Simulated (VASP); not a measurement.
Runs of VASP 6.6.1 on Si3SnSe4. The structure is that of space group Pm-3m (No. 221), or close to it. The cells are those of the table. The cell was built from a structure type or drawn by symmetry, and may not be a known phase.

```csv
task,cell,cutoff (eV),smearing,gap on the mesh (eV),pressure (GPa)
relaxation of cell and atoms,"relaxed from a = 5.189 Å, 8 atoms",600,gaussian 0.1 eV,none,0.0
single point,"a = 5.189 Å, 8 atoms",520,gaussian 0.1 eV,none,(a)
single point,"a = 5.546 Å, 8 atoms",520,gaussian 0.2 eV,none,0.9
single point,"a = 5.564 Å, 8 atoms",520,gaussian 0.1 eV,none,0.2
```

Alike in all rows: level PBE; potentials or basis VASP PAW PBE potentials, release 64 (Si, Sn_d, Se); no spin polarisation; k mesh 4 × 4 × 4.

Problem. Fill in the values left out.

Solution. (a) 21.7.

Caveats: spin-orbit coupling is left out, which moves the levels of the heavy elements; the cell stands under pressure (at least some runs).

A k mesh can miss the band edges, and the runs leave out spin-orbit coupling on Se, Sn.

A gap of «none» marks levels without a gap at the run's occupations.
